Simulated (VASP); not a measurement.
Sb: relaxation of cell and atoms with PBEsol-based screened hybrid

Sb:

```
CELL_PARAMETERS angstrom
-1.87134 1.87134 1.87134
1.87134 -1.87134 1.87134
1.87134 1.87134 -1.87134
ATOMIC_POSITIONS crystal
Sb 0.00000 0.00000 0.00000
```

```json
{
  "Program": "VASP 6.6.1",
  "Task": "relaxation of cell and atoms",
  "Functional": "PBEsol-based screened hybrid",
  "Potentials or basis": "VASP PAW PBE potentials, release 64 (Sb)",
  "Cutoff": "600 eV",
  "k mesh": "5 × 5 × 5",
  "Occupations": "fermi-dirac, width 0.05 eV",
  "Spin": "no spin polarisation",
  "Dipole correction": "no",
  "Grid for exact exchange (PRECFOCK)": "Normal",
  "Share of exact exchange": "0.25",
  "Further INCAR settings": "ALGO = Normal; EDIFF = 1e-06; IBRION = 2; EDIFFG = -0.01; NSW = 60; ISIF = 3",
  "Screening parameter": "0.207 1/Å"
}
```

| Item | Value |
| --- | --- |
| Relaxed volume | 24.83 Å³/atom |
| Relaxed cell | a = 3.183 Å, b = 3.183 Å, c = 3.183 Å, α = 109.47°, β = 109.47°, γ = 109.47° |
| Space group after relaxing (to 0.05 Å) | Im-3m (No. 229) |
| Energy gained by relaxing | 16.8 meV/atom |
| Ionic steps | 3 |
| Pressure after relaxing | 0.0 GPa |

Step by step:
```
step  energy change (eV)  largest force (eV/Å)  pressure (GPa)  volume (Å³)
   1              0.0000                0.0000           -3.71        26.21
   2             -0.0096                0.0000            2.86        23.98
   3             -0.0168                0.0000           -0.01        24.83
```

Final structure:
```yaml
crystal:
  lattice:
    - [-1.83774, 1.83774, 1.83774]
    - [1.83774, -1.83774, 1.83774]
    - [1.83774, 1.83774, -1.83774]
  atoms:
    - { symbol: Sb, position: [0.00000, 0.00000, 0.00000] }
```

Levels at points of the mesh, in eV from the Fermi level:
```
           k point  band 1  band 2  band 3  band 4  band 5  band 6
(0.00, 0.00, 0.00)  -15.16    6.81    6.81    6.81   11.49   11.49
```

It took 4.8 min on 1 thread of AMD EPYC 9R45 (Zen 5), on a shared host, peak memory 0.23 GiB.

Caveat: the k points lie up to 0.48 Å⁻¹ apart in the final cell; the PAW data sets were made with another functional, which shifts forces and pressure a little; spin-orbit coupling is left out, which moves the levels of the heavy elements.
